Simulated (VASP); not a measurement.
# TaF4 (Cmmm) in VASP: single point with PBE

Aim: the single point of TaF4 with PBE.

Program: VASP 6.6.1. These are calculated values, not measurements. Logs are shortened: lines on timing, memory, paths and dates and some standing lists are left out, and cuts for length are marked.

### 1 The cell of the first run

It takes space group Cmmm (No. 65, orthorhombic). Conventional cell: a = 5.617 Å, b = 6.232 Å, c = 5.700 Å, α = 90.00°, β = 90.00°, γ = 90.00°. Ta (site symmetry mmm) has 4 F at 1.88 Å within 2.5 Å. Within 2.5 Å of F (site symmetry m) lie 1 Ta at 1.88 Å.

The cell was built from a structure type or drawn by symmetry, and may not be a known phase.

### 2 Single point, PBE

Input file INCAR:

```
SYSTEM = TaF4
PREC = Accurate ; ENCUT = 600
EDIFF = 1E-6 ; ISMEAR = 0
SIGMA = 0.15 ; LREAL = .False.
LASPH = .True. ; NELM = 120
ALGO = Normal ; ISIF = 2
LWAVE = .False. ; LCHARG = .True.
GGA = PE ; LELF = .True.
LVHAR = .True. ; NBANDS = 28
GGA_COMPAT = .False.
```

Input file KPOINTS:

```
regular mesh
0
Gamma
  3 3 3
  0 0 0
```

Input file POSCAR:

```
TaF4
1.0
    2.8083937581     -3.1158966451      0.0000000000
    2.8083937581      3.1158966451      0.0000000000
    0.0000000000      0.0000000000      5.6995610216
Ta F
1 4
Direct
    0.5000000000      0.5000000000      0.0000000000
    0.7378391954      0.7378391954      0.7679812260
    0.2621608046      0.2621608046      0.7679812260
    0.7378391954      0.7378391954      0.2320187740
    0.2621608046      0.2621608046      0.2320187740
```

Potentials or basis: VASP PAW PBE potentials, release 64 (Ta_pv, F).

Command:

```console
$ cat potpaw_PBE.64/Ta_pv/POTCAR potpaw_PBE.64/F/POTCAR > POTCAR
$ mpirun -np 1 vasp_std > vasp.out
```

OUTCAR:

```text
SYSTEM = TaF4
   PREC = Accurate
   ENCUT = 600
   EDIFF = 1E-6
   ISMEAR = 0
   LREAL = .False.
   LASPH = .True.
   NELM = 120
   ISIF = 2
   GGA = PE

 ion  position               nearest neighbor table
   1  0.500  0.500  0.000-   2 1.88   3 1.88   4 1.88   5 1.88
   2  0.738  0.738  0.768-   1 1.88
   3  0.262  0.262  0.768-   1 1.88
   4  0.738  0.738  0.232-   1 1.88
   5  0.262  0.262  0.232-   1 1.88

  LATTYP: Found a base centered orthorhombic cell.
 ALAT       =     5.6167875162
 B/A-ratio  =     1.1094942211
 C/A-ratio  =     1.0147368055

  Lattice vectors:

 A1 = (   2.8083937581,  -3.1158966451,   0.0000000000)
 A2 = (   2.8083937581,   3.1158966451,   0.0000000000)
 A3 = (   0.0000000000,   0.0000000000,   5.6995610216)

Analysis of symmetry for initial positions (statically):
=====================================================================
 Subroutine PRICEL returns:
 Original cell was already a primitive cell.

 Routine SETGRP: Setting up the symmetry group for a
 base centered orthorhombic supercell.

 Subroutine GETGRP returns: Found  8 space group operations
 (whereof  8 operations were pure point group operations)
 out of a pool of  8 trial point group operations.

The static configuration has the point symmetry D_2h.

Analysis of symmetry for dynamics (positions and initial velocities):
=====================================================================
 Subroutine PRICEL returns:
 Original cell was already a primitive cell.

 Routine SETGRP: Setting up the symmetry group for a
 base centered orthorhombic supercell.

 Subroutine GETGRP returns: Found  8 space group operations
 (whereof  8 operations were pure point group operations)
 out of a pool of  8 trial point group operations.

The dynamic configuration has the point symmetry D_2h.

 Subroutine INISYM returns: Found  8 space group operations
 (whereof  8 operations are pure point group operations),
 and found     1 'primitive' translations

----------------------------------------------------------------------------------------

                                     Primitive cell

  volume of cell :      99.7499
[... 73 lines left out ...]
   LNONCOLLINEAR =      F non collinear calculations
   LSORBIT =      F    spin-orbit coupling
   LASPH  =      T    aspherical Exc in radial PAW
   ENCUT  =  600.0 eV  44.10 Ry    6.64 a.u.   8.38  8.38 11.38*2*pi/ulx,y,z
   NELM   =    120;   NELMIN=  2; NELMDL= -5     # of ELM steps
   EDIFF  = 0.1E-05   stopping-criterion for ELM
   LREAL  =      F    real-space projection
   EDIFFG = 0.1E-04   stopping-criterion for IOM
   NSW    =      0    number of steps for IOM
   IBRION =     -1    ionic relax: 0-MD 1-quasi-New 2-CG
   NFREE  =      0    steps in history (QN), initial steepest desc. (CG)
   ISIF   =      2    stress and relaxation
   ISYM   =      2    0-nonsym 1-usesym 2-fastsym
   POTIM  = 0.5000    time-step for ionic-motion
   TEBEG  =    0.0;   TEEND  =   0.0 temperature during run
   PSTRESS=    0.0 pullay stress
   NELECT =      39.0000    total number of electrons
   NUPDOWN=      -1.0000    fix difference up-down
   EMIN   =  10.00;   EMAX   =-10.00  energy-range for DOS
   EFERMI =   0.00;   METHOD = LEGACY
   ISMEAR =     0;   SIGMA  =   0.15  broadening in eV -4-tet -1-fermi 0-gaus
   EFERMI_NEDOS =   21; number of points for ismear=-14 and -15
   IALGO  =     38    algorithm
   IMIX   =      4    mixing-type and parameters
     AMIX     =   0.40;   BMIX     =  1.00
     AMIX_MAG =   1.60;   BMIX_MAG =  1.00
  volume/ion in A,a.u.               =      19.95       134.63
  Fermi-wavevector in a.u.,A,eV,Ry     =   1.197087  2.262166 19.497369  1.433016
  Thomas-Fermi vector in A             =   2.333010
   LORBIT       =      0    0 simple, 1 ext, 2 COOP (PROOUT), +10 PAW based schemes
   GGA     = PE    functional components
   LHFCALC =     F    Hartree Fock is set to
   AEXX    =    0.0000 exact exchange contribution
   IVDW    =     0    specifies the selected vdW correction
   LEPSILON=     F    determine dielectric tensor
   LRPA    =     F    only Hartree local field effects (RPA)
 non-spin polarized calculation
 Gauss-broadening in eV      SIGMA  =   0.15
  energy-cutoff  :      600.00
  volume of cell :       99.75
 maximum number of plane-waves:      3345
 NGX is ok and might be reduce to    36
   NGX = 17   NGY = 17   NGZ = 23

 number of electron      39.0000012 magnetization

 Free energy of the ion-electron system (eV)
  ---------------------------------------------------
  ext. energy  EPLUGINS =         0.00000000
  ---------------------------------------------------
  free energy    TOTEN  =       -32.00975273 eV

  energy without entropy =      -31.98963392  energy(sigma->0) =      -31.99969333

 E-fermi :  -1.1867     XC(G=0):  -7.6811

 val. band max:       -1.3034649693   @ k =   0.3333   0.0000   0.3333
 cond. band min:      -0.9108852121   @ k =   0.3333   0.3333   0.0000
 fundamental gap:      0.3925797571
 Fermi energy:        -1.1867421617

 k-point     1 :       0.0000    0.0000    0.0000
  band No.  band energies     occupation
      1     -37.8176      2.00000
      2     -37.8125      2.00000
      3     -37.4695      2.00000
      4     -25.2806      2.00000
      5     -25.0038      2.00000
      6     -24.2359      2.00000
[... 237 lines left out ...]
     27       7.6907      0.00000
     28       8.8964      0.00000

------------------------ aborting loop because EDIFF is reached ----------------------------------------

  FORCE on cell =-STRESS in cart. coord.  units (eV):
  Direction    XX          YY          ZZ          XY          YZ          ZX
  --------------------------------------------------------------------------------------
  -------------------------------------------------------------------------------------
  Total        1.0167044      0.2367135      0.9766109     -0.0000000      0.0000000      0.0000000
  in kB       16.3302509      3.8020794     15.6862706     -0.0000000      0.0000000      0.0000000
  external PRESSURE =      11.9395336 kB  Pullay stress =       0.0000000 kB

 VOLUME and BASIS-vectors are now :
 -----------------------------------------------------------------------------
  energy-cutoff  :      600.00
  volume of cell :       99.75
      direct lattice vectors                 reciprocal lattice vectors
     2.808393758 -3.115896645  0.000000000     0.178037712 -0.160467453  0.000000000
     2.808393758  3.115896645  0.000000000     0.178037712  0.160467453  0.000000000
     0.000000000  0.000000000  5.699561022     0.000000000  0.000000000  0.175452109

 POSITION                                       TOTAL-FORCE (eV/Angst)
 -----------------------------------------------------------------------------------
      2.80839      0.00000      0.00000        -0.000000      0.000000      0.000000
      4.14429      0.00000      4.37716         0.181592      0.000000     -0.156138
      1.47250      0.00000      4.37716        -0.181592      0.000000     -0.156138
      4.14429      0.00000      1.32241         0.181592      0.000000      0.156138
      1.47250      0.00000      1.32241        -0.181592      0.000000      0.156138
 -----------------------------------------------------------------------------------
    total drift:                                0.000000      0.000000     -0.000000

  FREE ENERGIE OF THE ION-ELECTRON SYSTEM (eV)
  ---------------------------------------------------
  free  energy   TOTEN  =       -32.0097527347 eV

  energy  without entropy=      -31.9896339213  energy(sigma->0) =      -31.99969333
```

It took 18 s on 1 thread of AMD EPYC 9R45 (Zen 5), shared host; peak memory 0.21 GiB.

What came out:

- Free energy: -32.0098 eV
- Pressure: 1.2 GPa
- Largest force: 0.239 eV/Å
- Band gap on the k mesh: zero (an odd number of electrons rules out a gap without spin polarisation)

Forces on the atoms (eV/Å):
```
Ta   0.000  0.000  0.000
F    0.182  0.000 -0.156
F   -0.182  0.000 -0.156
F    0.182  0.000  0.156
F   -0.182  0.000  0.156
```

Stress tensor (GPa, compression positive):
```
1.63 0.00 0.00
0.00 0.38 0.00
0.00 0.00 1.57
```

Caveat: the k points lie up to 0.50 Å⁻¹ apart, too coarse for converged energies and pressures of a metal; spin-orbit coupling is left out, which moves the levels of the heavy elements; an odd number of electrons without spin polarisation forces a metal; a magnetic or distorted state may lie lower.
